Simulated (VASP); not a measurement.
# Br (Pm-3m) in VASP: further runs

The runs below take Br through single point, with PBE.

Program: VASP 6.6.1. These are calculated values, not measurements. Logs are shortened: lines on timing, memory, paths and dates and some standing lists are left out, and cuts for length are marked.

### Step 1. The cell of the first run

It takes space group Pm-3m (No. 221, cubic). The conventional cell has a = 3.037 Å, b = 3.037 Å, c = 3.037 Å, α = 90.00°, β = 90.00°, γ = 90.00°. Br (site symmetry m-3m) has 6 Br at 3.04 Å within 4.0 Å.

### Step 2. Single point, PBE

Input file INCAR:

```
ALGO     = Normal         # electronic algorithm
EDIFF    = 1E-6           # SCF threshold, eV
ENCUT    = 520            # plane-wave cutoff, eV
GGA      = PE             # functional
ISIF     = 2              # what is computed and relaxed
ISMEAR   = -1             # smearing method
LASPH    = T              # aspherical terms in the spheres
LCHARG   = F              # write CHGCAR
LREAL    = F              # projectors in reciprocal space
LWAVE    = F              # write WAVECAR
NBANDS   = 10             # bands
NELM     = 60             # most SCF steps
PREC     = Accurate       # precision mode
SIGMA    = 0.06122561905347299 # smearing width, eV
```

Input file KPOINTS:

```
k-points
0
Gamma
  35 35 35
```

Input file POSCAR:

```
Br
1.0
    3.0374567979      0.0000000000      0.0000000000
    0.0000000000      3.0374567979      0.0000000000
    0.0000000000      0.0000000000      3.0374567979
Br
1
Direct
    0.0000000000      0.0000000000      0.0000000000
```

Potentials or basis: VASP PAW PBE potentials, release 64 (Br).

Run with:

```
> cat potpaw_PBE.64/Br/POTCAR > POTCAR
> mpirun -np 1 vasp_std > vasp.out
```

OUTCAR:

```text
EDIFF = 1E-6
   ENCUT = 520
   GGA = PE
   ISIF = 2
   ISMEAR = -1
   LASPH = T
   LREAL = F
   NELM = 60
   PREC = Accurate

 ion  position               nearest neighbor table
   1  0.000  0.000  0.000-

  LATTYP: Found a simple cubic cell.
 ALAT       =     3.0374567979

  Lattice vectors:

 A1 = (   3.0374567979,   0.0000000000,   0.0000000000)
 A2 = (   0.0000000000,   3.0374567979,   0.0000000000)
 A3 = (   0.0000000000,   0.0000000000,   3.0374567979)

Analysis of symmetry for initial positions (statically):
=====================================================================
 Subroutine PRICEL returns:
 Original cell was already a primitive cell.

 Routine SETGRP: Setting up the symmetry group for a
 simple cubic supercell.

 Subroutine GETGRP returns: Found 48 space group operations
 (whereof 48 operations were pure point group operations)
 out of a pool of 48 trial point group operations.

The static configuration has the point symmetry O_h .

Analysis of symmetry for dynamics (positions and initial velocities):
=====================================================================
 Subroutine PRICEL returns:
 Original cell was already a primitive cell.

 Routine SETGRP: Setting up the symmetry group for a
 simple cubic supercell.

 Subroutine GETGRP returns: Found 48 space group operations
 (whereof 48 operations were pure point group operations)
 out of a pool of 48 trial point group operations.

The dynamic configuration has the point symmetry O_h .

 Subroutine INISYM returns: Found 48 space group operations
 (whereof 48 operations are pure point group operations),
 and found     1 'primitive' translations

----------------------------------------------------------------------------------------

                                     Primitive cell

  volume of cell :      28.0240

  direct lattice vectors                    reciprocal lattice vectors
     3.037456798  0.000000000  0.000000000     0.329222790  0.000000000  0.000000000
     0.000000000  3.037456798  0.000000000     0.000000000  0.329222790  0.000000000
     0.000000000  0.000000000  3.037456798     0.000000000  0.000000000  0.329222790

  length of vectors
     3.037456798  3.037456798  3.037456798     0.329222790  0.329222790  0.329222790

  position of ions in fractional coordinates (direct lattice)
     0.000000000  0.000000000  0.000000000

  ion indices of the primitive-cell ions
   primitive index   ion index
                 1           1

----------------------------------------------------------------------------------------

 KPOINTS: k-points

Automatic generation of k-mesh.
 Grid dimensions read from file:
 generate k-points for:   35   35   35

 Generating k-lattice:

  Cartesian coordinates                     Fractional coordinates (reciprocal lattice)
     0.009406365  0.000000000  0.000000000     0.028571429  0.000000000  0.000000000
     0.000000000  0.009406365  0.000000000     0.000000000  0.028571429  0.000000000
     0.000000000  0.000000000  0.009406365     0.000000000  0.000000000  0.028571429

  Length of vectors
     0.009406365  0.009406365  0.009406365

  Shift w.r.t. Gamma in fractional coordinates (k-lattice)
     0.000000000  0.000000000  0.000000000

 Subroutine IBZKPT returns following result:
 ===========================================

 Found   1140 irreducible k-points:

 Following reciprocal coordinates:
            Coordinates               Weight
  0.000000  0.000000  0.000000      1.000000
  0.028571  0.000000  0.000000      6.000000
  0.057143  0.000000  0.000000      6.000000
  0.085714  0.000000  0.000000      6.000000
  0.114286  0.000000  0.000000      6.000000
  0.142857  0.000000  0.000000      6.000000
[... 16 lines left out ...]
  0.142857  0.028571  0.000000     24.000000
  0.171429  0.028571  0.000000     24.000000
 [... further k-points ...]
   k-points           NKPTS =   1140   k-points in BZ     NKDIM =   1140   number of bands    NBANDS=     10
   number of dos      NEDOS =    301   number of ions     NIONS =      1
   total plane-waves  NPLWV =  13824
   dimension x,y,z NGX =    24 NGY =   24 NGZ =   24
   dimension x,y,z NGXF=    48 NGYF=   48 NGZF=   48
   ions per type =               1
   NGX,Y,Z   is equivalent  to a cutoff of  13.14, 13.14, 13.14 a.u.
   NGXF,Y,Z  is equivalent  to a cutoff of  26.27, 26.27, 26.27 a.u.
 SYSTEM =  unknown system
   PREC   = accura    normal or accurate (medium, high low for compatibility)
   ISTART =      0    job   : 0-new  1-cont  2-samecut
   ICHARG =      2    charge: 1-file 2-atom 10-const
   ISPIN  =      1    spin polarized calculation?
   LNONCOLLINEAR =      F non collinear calculations
   LSORBIT =      F    spin-orbit coupling
   LASPH  =      T    aspherical Exc in radial PAW
   ENCUT  =  520.0 eV  38.22 Ry    6.18 a.u.   5.65  5.65  5.65*2*pi/ulx,y,z
   NELM   =     60;   NELMIN=  2; NELMDL= -5     # of ELM steps
   EDIFF  = 0.1E-05   stopping-criterion for ELM
   LREAL  =      F    real-space projection
   EDIFFG = 0.1E-04   stopping-criterion for IOM
   NSW    =      0    number of steps for IOM
   IBRION =     -1    ionic relax: 0-MD 1-quasi-New 2-CG
   NFREE  =      0    steps in history (QN), initial steepest desc. (CG)
   ISIF   =      2    stress and relaxation
   ISYM   =      2    0-nonsym 1-usesym 2-fastsym
   POTIM  = 0.5000    time-step for ionic-motion
   TEBEG  =    0.0;   TEEND  =   0.0 temperature during run
   PSTRESS=    0.0 pullay stress
   NELECT =       7.0000    total number of electrons
   NUPDOWN=      -1.0000    fix difference up-down
   EMIN   =  10.00;   EMAX   =-10.00  energy-range for DOS
   EFERMI =   0.00;   METHOD = LEGACY
   ISMEAR =    -1;   SIGMA  =   0.06  broadening in eV -4-tet -1-fermi 0-gaus
   EFERMI_NEDOS =   21; number of points for ismear=-14 and -15
   IALGO  =     38    algorithm
   IMIX   =      4    mixing-type and parameters
     AMIX     =   0.40;   BMIX     =  1.00
     AMIX_MAG =   1.60;   BMIX_MAG =  1.00
  volume/ion in A,a.u.               =      28.02       189.12
  Fermi-wavevector in a.u.,A,eV,Ry     =   1.031013  1.948332 14.462822  1.062987
  Thomas-Fermi vector in A             =   2.165140
   LORBIT       =      0    0 simple, 1 ext, 2 COOP (PROOUT), +10 PAW based schemes
   GGA     = PE    functional components
   LHFCALC =     F    Hartree Fock is set to
   AEXX    =    0.0000 exact exchange contribution
   IVDW    =     0    specifies the selected vdW correction
   LEPSILON=     F    determine dielectric tensor
   LRPA    =     F    only Hartree local field effects (RPA)
 non-spin polarized calculation
  energy-cutoff  :      520.00
  volume of cell :       28.02
 maximum number of plane-waves:       772
 NGX is ok and might be reduce to    24
   NGX = 11   NGY = 11   NGZ = 11

 number of electron       6.9999999 magnetization

 Free energy of the ion-electron system (eV)
  ---------------------------------------------------
  ext. energy  EPLUGINS =         0.00000000
  ---------------------------------------------------
  free energy    TOTEN  =        -1.20276693 eV

  energy without entropy =       -1.18779229  energy(sigma->0) =       -1.19527961

 E-fermi :   1.7134     XC(G=0):  -8.8381

 val. band max:        1.7102737491   @ k =   0.1714   0.0857   0.0286
 cond. band min:       1.7145089272   @ k =   0.3714   0.0857   0.0857
 fundamental gap:      0.0042351780
 Fermi energy:         1.7134300609

 k-point     1 :       0.0000    0.0000    0.0000
  band No.  band energies     occupation
      1     -14.2895      2.00000
      2       1.5616      1.84553
      3       1.5616      1.84553
      4       1.5616      1.84553
      5       8.2715      0.00000
      6      10.4646      0.00000
      7      10.4646      0.00000
      8      21.7622      0.00000
      9      21.7622      0.00000
     10      21.7622      0.00000

 k-point     2 :       0.0286    0.0000    0.0000
  band No.  band energies     occupation
      1     -14.2827      2.00000
      2       1.4910      1.94850
      3       1.5666      1.83327
      4       1.5666      1.83327
      5       8.3136      0.00000
      6      10.4741      0.00000
      7      10.5267      0.00000
      8      21.5299      0.00000
      9      21.5299      0.00000
     10      21.7688      0.00000

 k-point     3 :       0.0571    0.0000    0.0000
  band No.  band energies     occupation
      1     -14.2625      2.00000
      2       1.2895      1.99803
      3       1.5818      1.79140
      4       1.5818      1.79140
      5       8.4278      0.00000
      6      10.5024      0.00000
      7      10.7141      0.00000
      8      21.0391      0.00000
      9      21.0391      0.00000
     10      21.7884      0.00000

 k-point     4 :       0.0857    0.0000    0.0000
  band No.  band energies     occupation
      1     -14.2291      2.00000
      2       0.9827      1.99999
      3       1.6066      1.70253
      4       1.6066      1.70253
      5       8.5868      0.00000
      6      10.5493      0.00000
      7      11.0262      0.00000
      8      20.4738      0.00000
      9      20.4738      0.00000
     10      21.8208      0.00000

 k-point     5 :       0.1143    0.0000    0.0000
  band No.  band energies     occupation
      1     -14.1833      2.00000
      2       0.6015      2.00000
      3       1.6406      1.53334
      4       1.6406      1.53334
      5       8.7655      0.00000
      6      10.6142      0.00000
      7      11.4528      0.00000
      8      19.8928      0.00000
      9      19.8928      0.00000
     10      21.8693      0.00000

 k-point     6 :       0.1429    0.0000    0.0000
  band No.  band energies     occupation
      1     -14.1259      2.00000
      2       0.1737      2.00000
      3       1.6829      1.24422
      4       1.6829      1.24422
      5       8.9509      0.00000
      6      10.6963      0.00000
      7      11.9711      0.00000
      8      19.3188      0.00000
      9      19.3188      0.00000
     10      21.3750      0.00000
[... 183 lines left out ...]
 k-point    21 :       0.0857    0.0286    0.0000
  band No.  band energies     occupation
      1     -14.2223      2.00000
      2       0.9878      1.99999
      3       1.5374      1.89315
      4       1.6117      1.68100
      5       8.6317      0.00000
      6      10.5972      0.00000
      7      11.0448      0.00000
      8      20.2828      0.00000
      9      20.4611      0.00000
     10      21.6692      0.00000

 k-point    22 :       0.1143    0.0286    0.0000
  band No.  band energies     occupation
      1     -14.1765      2.00000
      2       0.6069      2.00000
      3       1.5718      1.81980
      4       1.6456      1.50325
      5       8.8113      0.00000
      6      10.6624      0.00000
      7      11.4685      0.00000
      8      19.7068      0.00000
      9      19.8893      0.00000
     10      21.7167      0.00000

 k-point    23 :       0.1429    0.0286    0.0000
  band No.  band energies     occupation
      1     -14.1191      2.00000
      2       0.1796      2.00000
      3       1.6147      1.66732
      4       1.6879      1.20536
      5       8.9972      0.00000
      6      10.7445      0.00000
      7      11.9844      0.00000
      8      19.1376      0.00000
      9      19.3202      0.00000
     10      21.5068      0.00000

 k-point    24 :       0.1714    0.0286    0.0000
  band No.  band energies     occupation
      1     -14.0513      2.00000
      2      -0.2717      2.00000
      3       1.6651      1.37571
      4       1.7375      0.80601
      5       9.1866      0.00000
      6      10.8426      0.00000
      7      12.5590      0.00000
      8      18.5896      0.00000
      9      18.7677      0.00000
     10      21.0304      0.00000

 [... further k-points ...]

------------------------ aborting loop because EDIFF is reached ----------------------------------------

  FORCE on cell =-STRESS in cart. coord.  units (eV):
  Direction    XX          YY          ZZ          XY          YZ          ZX
  --------------------------------------------------------------------------------------
  -------------------------------------------------------------------------------------
  Total        0.3747820      0.3747820      0.3747820     -0.0000000     -0.0000000      0.0000000
  in kB       21.4268822     21.4268822     21.4268822     -0.0000000     -0.0000000      0.0000000
  external PRESSURE =      21.4268822 kB  Pullay stress =       0.0000000 kB

 VOLUME and BASIS-vectors are now :
 -----------------------------------------------------------------------------
  energy-cutoff  :      520.00
  volume of cell :       28.02
      direct lattice vectors                 reciprocal lattice vectors
     3.037456798  0.000000000  0.000000000     0.329222790  0.000000000  0.000000000
     0.000000000  3.037456798  0.000000000     0.000000000  0.329222790  0.000000000
     0.000000000  0.000000000  3.037456798     0.000000000  0.000000000  0.329222790

 POSITION                                       TOTAL-FORCE (eV/Angst)
 -----------------------------------------------------------------------------------
      0.00000      0.00000      0.00000         0.000000      0.000000      0.000000
 -----------------------------------------------------------------------------------
    total drift:                               -0.000000      0.000000      0.000000

  FREE ENERGIE OF THE ION-ELECTRON SYSTEM (eV)
  ---------------------------------------------------
  free  energy   TOTEN  =        -1.2027669340 eV

  energy  without entropy=       -1.1877922908  energy(sigma->0) =       -1.19527961
```

Run time: 52 s. Hardware: 1 thread of Intel Xeon 6975P-C (Granite Rapids), shared host; peak memory 0.38 GiB.

What came out:

* Free energy: -1.2028 eV
* Pressure: 2.1 GPa
* Band gap on the k mesh: zero (an odd number of electrons rules out a gap without spin polarisation)

Caveat: an odd number of electrons without spin polarisation forces a metal; a magnetic or distorted state may lie lower.

### Step 3. Single point, PBE

This run uses another cell than the first one, of 28.62 Å³/atom.

Input file INCAR:

```
SYSTEM = Br
PREC = Accurate
ENCUT = 520
EDIFF = 1E-6
ISMEAR = -1
SIGMA = 0.06122561905347299
LREAL = .FALSE.
LASPH = .TRUE.
NELM = 100
ALGO = Normal
ISIF = 2
LWAVE = .FALSE.
LCHARG = .FALSE.
GGA = PE
NBANDS = 10
```

Input file KPOINTS:

```
regular mesh
0
G
  35 35 35
  0 0 0
```

Input file POSCAR:

```
Br
1.0
    3.0588480435      0.0000000000      0.0000000000
    0.0000000000      3.0588480435      0.0000000000
    0.0000000000      0.0000000000      3.0588480435
Br
1
Direct
    0.0000000000      0.0000000000      0.0000000000
```

Potentials or basis: VASP PAW PBE potentials, release 64 (Br).

Run with:

```
> cat potpaw_PBE.64/Br/POTCAR > POTCAR
> mpirun -np 1 vasp_std > vasp.out
```

Run time: 50 s. Hardware: 1 thread of Intel Xeon 6975P-C (Granite Rapids), shared host; peak memory 0.38 GiB.

The run converged. Its results:

| Item | Value |
| --- | --- |
| Free energy | -1.2092 eV |
| Pressure | 1.3 GPa |
| Band gap on the k mesh | zero (an odd number of electrons rules out a gap without spin polarisation) |

Levels at points of the mesh, in eV from the Fermi level:
```
           k point  band 2  band 3  band 4  band 5  band 6  band 7
(0.00, 0.00, 0.00)   -0.14   -0.14   -0.14    6.52    8.81    8.81
```

Caveat: an odd number of electrons without spin polarisation forces a metal; a magnetic or distorted state may lie lower.

### Step 4. Single point, PBE

This run uses another cell than the first one, of 29.22 Å³/atom.

Input file INCAR:

```
PREC = Accurate
ENCUT = 520
EDIFF = 1E-7
ISMEAR = -1
SIGMA = 0.06122561905347299
LREAL = F
LASPH = T
NELM = 80
ALGO = Normal
ISIF = 2
LWAVE = F
LCHARG = T
GGA = PE
LELF = T
LVHAR = T
NBANDS = 10
```

Input file KPOINTS:

```
Automatic mesh
0
Gamma
  35 35 35
```

Input file POSCAR:

```
Br
1.0
    3.0799442139      0.0000000000      0.0000000000
    0.0000000000      3.0799442139      0.0000000000
    0.0000000000      0.0000000000      3.0799442139
Br
1
Direct
    0.0000000000      0.0000000000      0.0000000000
```

Run with:

```
> cat potpaw_PBE.64/Br/POTCAR > POTCAR
> mpirun -np 1 vasp_std > vasp.out
```

It took 58 s on 1 thread of Intel Xeon 6975P-C (Granite Rapids), shared host; peak memory 0.39 GiB.

It converged, with:

* Free energy: -1.2129 eV
* Pressure: 0.6 GPa
* Band gap on the k mesh: zero (an odd number of electrons rules out a gap without spin polarisation)

Levels at points of the mesh, in eV from the Fermi level:
```
           k point  band 1  band 2  band 3  band 4  band 5  band 6  band 7  band 8  band 9
(0.00, 0.00, 0.00)  -15.72   -0.14   -0.14   -0.14    6.49    8.88    8.88   19.78   19.78
```

Caveat: an odd number of electrons without spin polarisation forces a metal; a magnetic or distorted state may lie lower.

### Step 5. Single point, PBE

This run uses another cell than the first one, of 29.81 Å³/atom.

Input file INCAR:

```
SYSTEM = Br
PREC = Accurate
ENCUT = 520
EDIFF = 1E-7
ISMEAR = -1
SIGMA = 0.06122561905347299
LREAL = .False.
LASPH = .True.
NELM = 100
ALGO = Normal
ISIF = 2
LWAVE = .False.
LCHARG = .False.
GGA = PE
NBANDS = 10
```

Input file KPOINTS:

```
regular mesh
0
Gamma
  35 35 35
  0 0 0
```

Input file POSCAR:

```
Br
1.0
    3.1007552790      0.0000000000      0.0000000000
    0.0000000000      3.1007552790      0.0000000000
    0.0000000000      0.0000000000      3.1007552790
Br
1
Direct
    0.0000000000      0.0000000000      0.0000000000
```

Run with:

```
> cat potpaw_PBE.64/Br/POTCAR > POTCAR
> mpirun -np 1 vasp_std > vasp.out
```

Wall time 50 s (1 thread of Intel Xeon 6975P-C (Granite Rapids), shared host); peak memory 0.41 GiB.

It converged, with:

| Property | Result |
| --- | --- |
| Free energy | -1.2140 eV |
| Pressure | 0.0 GPa |
| Band gap on the k mesh | zero (an odd number of electrons rules out a gap without spin polarisation) |

Levels at points of the mesh, in eV from the Fermi level:
| k point | band 2 | band 3 | band 4 | band 5 | band 6 | band 7 |
| --- | --- | --- | --- | --- | --- | --- |
| (0.00, 0.00, 0.00) | -0.13 | -0.13 | -0.13 | 6.45 | 8.93 | 8.93 |

Caveat: an odd number of electrons without spin polarisation forces a metal; a magnetic or distorted state may lie lower.

### Step 6. Summary

```csv
cell,gap on the mesh (eV),pressure (GPa)
"a = 3.037 Å, 1 atom",none,2.1
"a = 3.059 Å, 1 atom",none,1.3
"a = 3.080 Å, 1 atom",none,0.6
"a = 3.101 Å, 1 atom",none,0.0
```

Alike in all rows: task single point; level PBE; potentials or basis VASP PAW PBE potentials, release 64 (Br); no spin polarisation; k mesh 35 × 35 × 35; cutoff (eV) 520; smearing fermi-dirac 0.0612256 eV.

Caveats: an odd number of electrons without spin polarisation forces a metal; a magnetic or distorted state may lie lower.

Total energies depend on the potentials used, so only differences within one code and one set of settings carry meaning.
